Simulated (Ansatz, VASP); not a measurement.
## Na4ICl3: VASP beside Ansatz

```xyz
8
Lattice="5.9896 -0.0001 0.0000 -0.0001 5.9919 -0.0014 -2.9947 -2.9972 5.8884" Properties=species:S:1:pos:R:3 pbc="T T T"
Na    2.9963   -0.0086    0.0014
Na   -0.0064    2.9998    0.0008
Na   -0.0007   -0.0105    3.1418
Na    2.9953    3.0020    2.7443
I     0.0017    0.0043   -0.0012
Cl    0.0006    0.0016    5.8873
Cl    0.0012    2.9975    2.9412
Cl    2.9963   -0.0024    2.9455
```

Change from the starting cell: cell x1, atoms moved at random (sigma 0.15 Å) and cell strained at random (1.5 %), then relaxed without symmetry.

Alike in both runs: functional PBE; k mesh 4 × 4 × 4; occupations gaussian, width 0.1 eV; no spin polarisation.

Ansatz relaxed the structure, and its values are those at the end. VASP's run is a single point on that final structure, the one shown.

|  | VASP | Ansatz |
| --- | --- | --- |
| version | VASP 6.6.1 | Ansatz 0.2.0 |
| potentials or method | VASP PAW PBE potentials, release 64 (Na_pv, I, Cl), cutoff 520 eV | scalar-relativistic, plane waves, PAW |
| valence electrons in the cell | 56 | 74 |

|  | VASP | Ansatz | Ansatz less VASP |
| --- | --- | --- | --- |
| gap on the k mesh at the Fermi level (eV) | 4.35 | 4.36 | +0.002 |
| least direct gap on the mesh (eV) | 4.35 | 4.36 | +0.002 |
| pressure (GPa) | -0.1 | 0.0 | +0.03 |

VASP's potentials hold 56 valence electrons a cell and Ansatz's 74, so a difference there can come from the potentials and not from the codes.

Spin-orbit coupling is off throughout.
